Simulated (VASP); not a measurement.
## ZrTi3C2: relaxation of cell and atoms with PBE

The system is ZrTi3C2.

```
Zr Ti C
1.0
     4.14673    0.00000    0.00000
     0.00000    4.14673    0.00000
     0.00000    0.00000    5.28736
Zr Ti C
1 3 2
Direct
  0.50000 0.50000 0.00000
  0.00000 0.50000 0.50000
  0.50000 0.00000 0.50000
  0.00000 0.00000 0.00000
  0.00000 0.00000 0.62975
  0.00000 0.00000 0.37025
```

```json
{
 "Program": "VASP 6.6.1",
 "Task": "relaxation of cell and atoms",
 "Functional": "PBE",
 "Potentials or basis": "VASP PAW PBE potentials, release 64 (Zr_sv, Ti_sv, C)",
 "Cutoff": "600 eV",
 "k mesh": "10 × 10 × 8",
 "Occupations": "gaussian, width 0.1 eV",
 "Spin": "no spin polarisation",
 "Dipole correction": "no",
 "Further INCAR settings": "ALGO = Normal; EDIFF = 1e-06; IBRION = 2; EDIFFG = -0.01; NSW = 100; ISIF = 3"
}
```

- Relaxed volume: 15.17 Å³/atom
- Relaxed cell: a = 4.149 Å, b = 4.149 Å, c = 5.289 Å, α = 90.00°, β = 90.00°, γ = 90.00°
- Space group after relaxing (to 0.05 Å): P4/mmm (No. 123)
- Energy gained by relaxing: 0.0 meV/atom
- Ionic steps: 5
- Pressure after relaxing: 0.0 GPa
- Largest force after relaxing: 0.004 eV/Å
- Band gap on the k mesh: zero (band 28 reaches 8.31 eV, above the bottom of band 29 at 7.73 eV)

Forces on the atoms (eV/Å):
```
Zr   0.000  0.000  0.000
Ti   0.000  0.000  0.000
Ti   0.000  0.000  0.000
Ti   0.000  0.000  0.000
C    0.000  0.000  0.004
C    0.000  0.000 -0.004
```

Final structure:
```
Zr Ti C
1.0
     4.14917    0.00000    0.00000
     0.00000    4.14917    0.00000
     0.00000    0.00000    5.28869
Zr Ti C
1 3 2
Direct
  0.50000 0.50000 0.00000
  0.00000 0.50000 0.50000
  0.50000 0.00000 0.50000
  0.00000 0.00000 0.00000
  0.00000 0.00000 0.62976
  0.00000 0.00000 0.37024
```

Levels at points of the mesh, in eV from the Fermi level:
```csv
k point,band 24,band 25,band 26,band 27,band 28,band 29,band 30,band 31,band 32,band 33
"(0.00, 0.00, 0.00)",-3.02,-2.34,-2.27,-1.47,-0.37,0.85,0.85,1.63,2.18,2.23
"(0.50, 0.00, 0.00)",-2.19,-1.25,-1.24,-0.15,-0.02,0.86,1.05,1.27,1.31,1.36
"(0.50, 0.50, 0.00)",-1.59,-0.97,-0.70,-0.51,-0.51,-0.16,0.48,0.48,1.79,1.90
"(0.00, 0.00, 0.50)",-2.22,-1.91,-1.88,-1.08,-0.83,0.92,1.16,1.16,1.42,1.55
"(0.50, 0.00, 0.50)",-1.26,-0.73,-0.25,-0.24,0.04,0.34,0.38,1.03,1.42,1.45
"(0.50, 0.50, 0.50)",-1.29,-1.03,-0.86,-0.86,-0.05,0.27,0.40,0.40,1.37,1.76
```

Run time: 12 min on 1 thread of Intel(R) Xeon(R) 6975P-C (Granite Rapids) (shared host), peak memory 0.5 GiB.
